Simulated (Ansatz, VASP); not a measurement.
## NaF: VASP beside Ansatz

POSCAR

```
NaF
1.0
    0.0000000000      2.2972417931      2.2972417931
    2.2972417931      0.0000000000      2.2972417931
    2.2972417931      2.2972417931      0.0000000000
Na F
1 1
Direct
    0.0000000000      0.0000000000      0.0000000000
    0.5000000000      0.5000000000      0.5000000000
```

INCAR.step1

```
SYSTEM = NaF
  PREC = Accurate
  ENCUT = 520
  EDIFF = 1E-5
  ISMEAR = 0
  SIGMA = 0.01
  LREAL = .False.
  LASPH = .True.
  NELM = 80
  ALGO = Normal
  ISIF = 2
  LWAVE = .True.
  GGA = PE
  NBANDS = 14
```

File INCAR.step2:

```
SYSTEM = NaF
  PREC = Accurate
  ENCUT = 520
  EDIFF = 1E-6
  ISMEAR = 0
  SIGMA = 0.01
  LREAL = .False.
  LASPH = .True.
  NELM = 80
  ALGO = Normal
  ISIF = 2
  LWAVE = .False.
  LCHARG = .True.
  GGA = PE
  LHFCALC = .True.
  HFSCREEN = 0.2079
  PRECFOCK = Normal
  LELF = .True.
  LVHAR = .True.
  ISTART = 1
  NBANDS = 14
```

The input KPOINTS:

```
Automatic mesh
0
Gamma
  6 6 6
  0 0 0
```

Input for Ansatz:

```yaml
crystal:
  lattice:
    - [0.0, 2.2972417931, 2.2972417931]
    - [2.2972417931, 0.0, 2.2972417931]
    - [2.2972417931, 2.2972417931, 0.0]
  atoms:
    - { symbol: Na, position: [0.0, 0.0, 0.0] }
    - { symbol: F, position: [0.5, 0.5, 0.5] }
kpoints:
  mp_grid: { grid: [6, 6, 6] }
  band_path:
    path:
      - [0.0, 0.0, 0.0]
      - [0.5, 0.0, 0.5]
      - [0.625, 0.25, 0.625]
      - [0.375, 0.375, 0.75]
      - [0.5, 0.5, 0.5]
      - [0.5, 0.25, 0.75]
    npoints: 1
hamiltonian:
  xc: hse06
scf:
  occupations: { method: fixed }
  n_extra_bands: 4
output:
  forces: true
  stress: true
  eigenvalues: true
  write_density: true
  write_potential: true
  elf: true
  volumetric_format: npy
```

Alike in both runs: task single point; functional HSE06; k mesh 6 × 6 × 6; no spin polarisation.

```csv
,VASP,Ansatz
version,VASP 6.6.1,Ansatz 0.2.0
potentials or method,"VASP PAW PBE potentials, release 64 (Na_pv, F)","plane waves, PAW"
plane-wave cutoff (eV),520,420
occupations,"gaussian, width 0.01 eV",fixed
valence electrons in the cell,14,16
```

```csv
,VASP,Ansatz,Ansatz less VASP
gap on the k mesh at the Fermi level (eV),8.60,8.63,+0.031
pressure (GPa),1.6,1.5,-0.14
```

VASP's potentials hold 14 valence electrons a cell and Ansatz's 16, so a difference there can come from the potentials and not from the codes. Ansatz's warnings: stress exchange threshold loose, stress scf threshold loose.
